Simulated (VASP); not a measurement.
# B2P: single point with PBE

Crystal: B2P.

```
B P
1.0
     2.65632   -1.53912    0.50412
     2.65632    1.53912    0.50412
    -1.44142    0.00000    7.50509
B P
4 2
Direct
  0.49854 0.49854 0.11361
  0.50146 0.50146 0.88639
  0.84297 0.84297 0.53646
  0.15703 0.15703 0.46354
  0.16844 0.16844 0.20904
  0.83156 0.83156 0.79096
```

```yaml
Program: VASP 6.6.1
Task: single point
Functional: PBE
Potentials_or_basis: VASP PAW PBE potentials, release 64 (B, P)
Cutoff: 520 eV
k_mesh: 6 × 6 × 4
Occupations: gaussian, width 0.1 eV
Spin: no spin polarisation
```

* Pressure: -0.2 GPa
* Largest force: 0.022 eV/Å
* Band gap on the k mesh: zero (band 11 reaches 7.68 eV, above the bottom of band 12 at 3.41 eV)

Forces in eV/Å, atoms in the order of the input:
```
B    0.007  0.000  0.021
B   -0.007  0.000 -0.021
B   -0.002  0.000  0.013
B    0.002  0.000 -0.013
P   -0.017  0.000 -0.006
P    0.017  0.000  0.006
```

Stress tensor (GPa, compression positive):
```
-0.41  0.00  0.16
 0.00 -0.18  0.00
 0.16  0.00  0.05
```

Levels at points of the mesh, in eV from the Fermi level:
```
           k point  band 9  band 10  band 11  band 12  band 13  band 14
(0.00, 0.00, 0.00)    0.71     1.44     1.89     2.69     5.00     5.01
(0.50, 0.00, 0.00)   -2.00    -1.85    -1.46    -0.29     3.04     3.32
(0.50, 0.50, 0.00)   -1.97    -1.87    -1.22     0.11     3.08     3.35
(0.00, 0.00, 0.50)    0.69     0.93     1.29     2.27     5.48     5.73
(0.50, 0.00, 0.50)   -2.76    -1.95    -0.26     0.26     3.17     3.94
(0.50, 0.50, 0.50)   -2.52    -1.67    -0.16     0.58     3.42     4.28
```

Wall time 47 s on 1 thread of Intel(R) Xeon(R) Platinum 8488C (Sapphire Rapids), with other jobs on the host, peak memory 0.19 GiB.

Caveat: the k points lie up to 0.39 Å⁻¹ apart.
